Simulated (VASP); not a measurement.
# I (Pm-3m) in VASP: notebook, part 2 of 2

VASP 6.6.1. Earlier steps stand in the parts before.

## (3) Single point, PBE

This run uses another cell than the first one, of 32.78 Å³/atom.

File INCAR:

```
SYSTEM = I
PREC = Accurate
ENCUT = 520
EDIFF = 1E-7
ISMEAR = -1
SIGMA = 0.02
LREAL = .FALSE.
LASPH = .TRUE.
NELM = 100
ALGO = Normal
ISIF = 2
LWAVE = .FALSE.
LCHARG = .TRUE.
GGA = PE
LELF = .TRUE.
LVHAR = .TRUE.
NBANDS = 10
```

File KPOINTS:

```
Automatic mesh
0
G
  8 8 8
  0 0 0
```

File POSCAR:

```
I
1.0
    3.2003546545      0.0000000000      0.0000000000
    0.0000000000      3.2003546545      0.0000000000
    0.0000000000      0.0000000000      3.2003546545
I
1
Direct
    0.0000000000      0.0000000000      0.0000000000
```

Potentials or basis: VASP PAW PBE potentials, release 64 (I).

On the command line:

```console
> cat potpaw_PBE.64/I/POTCAR > POTCAR
> mpirun -np 1 vasp_std > vasp.out
```

It took 8.1 s on 1 thread of Intel Xeon 8259CL, shared host; peak memory 0.14 GiB.

It converged, with:

```
Free energy            : -0.9763 eV
Pressure               : 10.0 GPa
Band gap on the k mesh : zero (an odd number of electrons rules out a gap without spin polarisation)
```

Levels at points of the mesh, in eV from the Fermi level:
```csv
k point,band 2,band 3,band 4,band 5,band 6,band 7
"(0.00, 0.00, 0.00)",-0.17,-0.17,-0.17,5.86,5.92,5.92
"(0.50, 0.00, 0.00)",-6.41,0.89,0.89,7.52,8.63,9.65
"(0.50, 0.50, 0.00)",-5.09,-5.09,1.88,2.46,10.05,12.14
"(0.50, 0.50, 0.50)",-3.91,-3.91,-3.91,4.59,4.59,4.59
```

Caveat: the cell stands under pressure; spin-orbit coupling is left out, which moves the levels of the heavy elements; an odd number of electrons without spin polarisation forces a metal; a magnetic or distorted state may lie lower.

## (4) Single point, PBE

This run uses another cell than the first one, of 35.76 Å³/atom.

File INCAR:

```
PREC = Accurate ; ENCUT = 520
EDIFF = 1E-7 ; ISMEAR = -1
SIGMA = 0.02 ; LREAL = F
LASPH = T ; NELM = 100
ALGO = Normal ; ISIF = 2
LWAVE = F ; LCHARG = F
GGA = PE ; NBANDS = 10
```

File KPOINTS:

```
Automatic mesh
0
Gamma
  8 8 8
```

File POSCAR:

```
I
1.0
    3.2946345028      0.0000000000      0.0000000000
    0.0000000000      3.2946345028      0.0000000000
    0.0000000000      0.0000000000      3.2946345028
I
1
Direct
    0.0000000000      0.0000000000      0.0000000000
```

On the command line:

```console
> cat potpaw_PBE.64/I/POTCAR > POTCAR
> mpirun -np 1 vasp_std > vasp.out
```

Wall time 17 s (1 thread of Intel Xeon 8259CL, shared host); peak memory 0.16 GiB.

Results (log left out):

| Property | Result |
| --- | --- |
| Free energy | -1.1117 eV |
| Pressure | 5.0 GPa |
| Band gap on the k mesh | zero (an odd number of electrons rules out a gap without spin polarisation) |

Levels at points of the mesh, in eV from the Fermi level:
```
           k point  band 1  band 2  band 3  band 4  band 5  band 6  band 7  band 8
(0.00, 0.00, 0.00)  -14.40   -0.14   -0.14   -0.14    5.71    6.21    6.21   16.60
(0.50, 0.00, 0.00)  -13.26   -5.65    0.75    0.75    7.68    8.34    9.65   10.52
(0.50, 0.50, 0.00)  -12.13   -4.50   -4.50    1.58    3.04    9.79   12.01   12.01
(0.50, 0.50, 0.50)  -11.00   -3.46   -3.46   -3.46    5.02    5.02    5.02    8.23
```

Caveat: the cell stands under pressure; spin-orbit coupling is left out, which moves the levels of the heavy elements; an odd number of electrons without spin polarisation forces a metal; a magnetic or distorted state may lie lower.

## (5) Single point, PBE

This run uses another cell than the first one, of 41.47 Å³/atom.

File INCAR:

```
SYSTEM = I
  PREC = Accurate
  ENCUT = 520
  EDIFF = 1E-7
  ISMEAR = -1
  SIGMA = 0.02
  LREAL = .False.
  LASPH = .True.
  NELM = 100
  ALGO = Normal
  ISIF = 2
  LWAVE = .False.
  LCHARG = .True.
  GGA = PE
  LELF = .True.
  LVHAR = .True.
  NBANDS = 10
```

File KPOINTS:

```
regular mesh
0
Gamma
  8 8 8
  0 0 0
```

File POSCAR:

```
I
1.0
    3.4612217171      0.0000000000      0.0000000000
    0.0000000000      3.4612217171      0.0000000000
    0.0000000000      0.0000000000      3.4612217171
I
1
Direct
    0.0000000000      0.0000000000      0.0000000000
```

Potentials or basis: VASP PAW PBE potentials, release 64 (I).

On the command line:

```console
> cat potpaw_PBE.64/I/POTCAR > POTCAR
> mpirun -np 1 vasp_std > vasp.out
```

OUTCAR:

```text
SYSTEM = I
   PREC = Accurate
   ENCUT = 520
   EDIFF = 1E-7
   ISMEAR = -1
   LREAL = .False.
   LASPH = .True.
   NELM = 100
   ISIF = 2
   GGA = PE

 ion  position               nearest neighbor table
   1  0.000  0.000  0.000-

  LATTYP: Found a simple cubic cell.
 ALAT       =     3.4612217171

  Lattice vectors:

 A1 = (   3.4612217171,   0.0000000000,   0.0000000000)
 A2 = (   0.0000000000,   3.4612217171,   0.0000000000)
[... 489 lines left out ...]
      8      13.8435      0.00000
      9      17.4844      0.00000
     10      17.9476      0.00000

 [... further k-points ...]

------------------------ aborting loop because EDIFF is reached ----------------------------------------

  FORCE on cell =-STRESS in cart. coord.  units (eV):
  Direction    XX          YY          ZZ          XY          YZ          ZX
  --------------------------------------------------------------------------------------
  -------------------------------------------------------------------------------------
  Total       -0.0017532     -0.0017532     -0.0017532     -0.0000000      0.0000000     -0.0000000
  in kB       -0.0677423     -0.0677423     -0.0677423     -0.0000000      0.0000000     -0.0000000
  external PRESSURE =      -0.0677423 kB  Pullay stress =       0.0000000 kB

 VOLUME and BASIS-vectors are now :
 -----------------------------------------------------------------------------
  energy-cutoff  :      520.00
  volume of cell :       41.47
      direct lattice vectors                 reciprocal lattice vectors
     3.461221717  0.000000000  0.000000000     0.288915326  0.000000000  0.000000000
     0.000000000  3.461221717  0.000000000     0.000000000  0.288915326  0.000000000
     0.000000000  0.000000000  3.461221717     0.000000000  0.000000000  0.288915326

 POSITION                                       TOTAL-FORCE (eV/Angst)
 -----------------------------------------------------------------------------------
      0.00000      0.00000      0.00000         0.000000      0.000000      0.000000
 -----------------------------------------------------------------------------------
    total drift:                                0.000000      0.000000      0.000000

  FREE ENERGIE OF THE ION-ELECTRON SYSTEM (eV)
  ---------------------------------------------------
  free  energy   TOTEN  =        -1.1871862111 eV

  energy  without entropy=       -1.1852529454  energy(sigma->0) =       -1.18621958
```

stdout:

```text
POSCAR found type information on POSCAR I
 POSCAR found :  1 types and       1 ions
 scaLAPACK will be used
 LDA part: xc-table for (Slater+PW92), standard interpolation
 POSCAR, INCAR and KPOINTS ok, starting setup
 FFT: planning ... GRIDC
 FFT: planning ... GRID_SOFT
 FFT: planning ... GRID
 WAVECAR not read
 entering main loop
```

It took 19 s on 1 thread of Intel Xeon 8259CL, shared host; peak memory 0.16 GiB.

Results:

```yaml
Free_energy: -1.1872 eV
Pressure: 0.0 GPa
Band_gap_on_the_k_mesh: zero (an odd number of electrons rules out a gap without spin polarisation)
```

Caveat: spin-orbit coupling is left out, which moves the levels of the heavy elements; an odd number of electrons without spin polarisation forces a metal; a magnetic or distorted state may lie lower.

## (6) The runs side by side

| cell | gap on the mesh (eV) | pressure (GPa) |
| --- | --- | --- |
| a = 3.081 Å, 1 atom | none | 20.0 |
| a = 3.200 Å, 1 atom | none | 10.0 |
| a = 3.295 Å, 1 atom | none | 5.0 |
| a = 3.461 Å, 1 atom | none | 0.0 |

Alike in all rows: task single point; level PBE; potentials or basis VASP PAW PBE potentials, release 64 (I); no spin polarisation; k mesh 8 × 8 × 8; cutoff (eV) 520; smearing fermi-dirac 0.02 eV.

Caveats: spin-orbit coupling is left out, which moves the levels of the heavy elements; an odd number of electrons without spin polarisation forces a metal; a magnetic or distorted state may lie lower; the cell stands under pressure (at least some runs).

Total energies depend on the potentials used, so only differences within one code and one set of settings carry meaning.
